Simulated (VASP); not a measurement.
The system is BaTiO3.

```
Ba Ti O
1.0
     2.82737    1.63238    2.31839
    -2.82737    1.63238    2.31839
     0.00000   -3.26476    2.31839
Ba Ti O
1 1 3
Direct
  0.00000 0.00000 0.00000
  0.48450 0.48450 0.48450
  0.50860 0.01750 0.50860
  0.01750 0.50860 0.50860
  0.50860 0.50860 0.01750
```

```yaml
Program: VASP 6.6.1
Task: relaxation of cell and atoms
Functional: PBE
Dispersion: D3(BJ)
Potentials_or_basis: VASP PAW PBE potentials, release 64 (Ba_sv, Ti_sv, O)
Cutoff: 600 eV
k_mesh: 7 × 7 × 7
Occupations: fermi-dirac, width 0.05 eV
Spin: no spin polarisation
```

At the start: pressure 3.3 GPa; volume 12.84 Å³/atom.

**Question.** Where does the relaxation end?

**Answer.** Over 11 steps the energy falls by 2.9 meV/atom and the volume is 13.11 Å³/atom (+2.1 %); space group R3m (No. 160, to 0.1 Å) before and after.

Step by step:
| step | energy change (eV) | largest force (eV/Å) | pressure (GPa) | volume (Å³) |
| --- | --- | --- | --- | --- |
| 1 | 0.0000 | 0.2030 | 3.28 | 64.20 |
| 2 | 0.0040 | 0.2651 | -3.45 | 66.68 |
| 3 | -0.0127 | 0.0927 | 0.02 | 65.33 |
| 4 | -0.0127 | 0.0931 | 0.07 | 65.31 |
| 5 | -0.0133 | 0.0682 | 0.07 | 65.36 |
| 6 | -0.0141 | 0.0302 | 0.07 | 65.50 |
| 7 | -0.0141 | 0.0302 | 0.07 | 65.51 |
| 8 | -0.0142 | 0.0200 | -0.13 | 65.60 |
| 9 | -0.0142 | 0.0220 | -0.10 | 65.58 |
| 10 | -0.0142 | 0.0175 | 0.11 | 65.53 |
| 11 | -0.0143 | 0.0034 | 0.02 | 65.55 |

Final structure:
```xyz
5
Lattice="2.8466 1.6435 2.3354 -2.8466 1.6435 2.3354 0.0000 -3.2869 2.3354" Properties=species:S:1:pos:R:3 pbc="T T T"
Ba    0.0000    0.0000    6.9866
Ti    0.0000    0.0000    3.3903
O     1.3995   -0.8080    2.4244
O    -1.3995   -0.8080    2.4244
O     0.0000    1.6161    2.4244
```
